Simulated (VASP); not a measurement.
Here is a VASP 6.6.1 calculation.

INCAR

```
PREC     = Accurate       # precision mode
ENCUT    = 520            # plane-wave cutoff, eV
EDIFF    = 1E-6           # SCF threshold, eV
ISMEAR   = -1             # smearing method
SIGMA    = 0.1            # smearing width, eV
LREAL    = Auto         
LASPH    = T              # aspherical terms in the spheres
NELM     = 60             # most SCF steps
ALGO     = Normal         # electronic algorithm
ISIF     = 2              # what is computed and relaxed
LWAVE    = F              # write WAVECAR
LCHARG   = F              # write CHGCAR
GGA      = PE             # functional
NBANDS   = 128            # bands
```

KPOINTS

```
regular mesh
0
Gamma
  2 2 2
```

Contents of POSCAR:

```
BW16
1.0
    6.3200000000      0.0000000000      0.0000000000
    0.0000000000      6.3200000000      0.0000000000
    0.0000000000      0.0000000000      6.3200000000
W B
16 1
Direct
   -0.0519883236     -0.0002805921      0.0071737348
    0.5529668038     -0.0002754260      0.0071266213
   -0.0014701277      0.4997313292      0.0071606788
   -0.0014426014     -0.0002738658      0.5071595181
    0.2505044826      0.2473335247      0.2547447153
    0.5024608285      0.4997316135      0.0071514363
    0.5024351635     -0.0002729715      0.5071589730
    0.7504988226      0.2605264768      0.2679850759
    0.0052411953      0.4997487671      0.5072208403
    0.2505052299      0.7521282259      0.2547250715
    0.2504885607      0.2472916821      0.7595778692
    0.4957522019      0.4997487978      0.5072170910
    0.7505001235      0.7389266709      0.2679809920
    0.7504938789      0.2605106301      0.7463676494
    0.2504914244      0.7521808511      0.7596032524
    0.7504929540      0.7389624826      0.7463934403
    0.2504889827     -0.0003155965      0.0071113404
```

Potentials or basis: VASP PAW PBE potentials, release 64 (W_sv, B).

The run is started by

```console
$ cat potpaw_PBE.64/W_sv/POTCAR potpaw_PBE.64/B/POTCAR > POTCAR
$ mpirun -np 1 vasp_std > vasp.out
```

Estimate the band gap on the k mesh.

zero (an odd number of electrons rules out a gap without spin polarisation).

What does it give for the pressure?

18.8 GPa.

Stress tensor (GPa, compression positive):
```
29.13  0.00  0.00
 0.00 13.59  0.00
 0.00  0.00 13.58
```

Caveat: the k points lie up to 0.50 Å⁻¹ apart, too coarse for converged energies and pressures of a metal; spin-orbit coupling is left out, which moves the levels of the heavy elements.
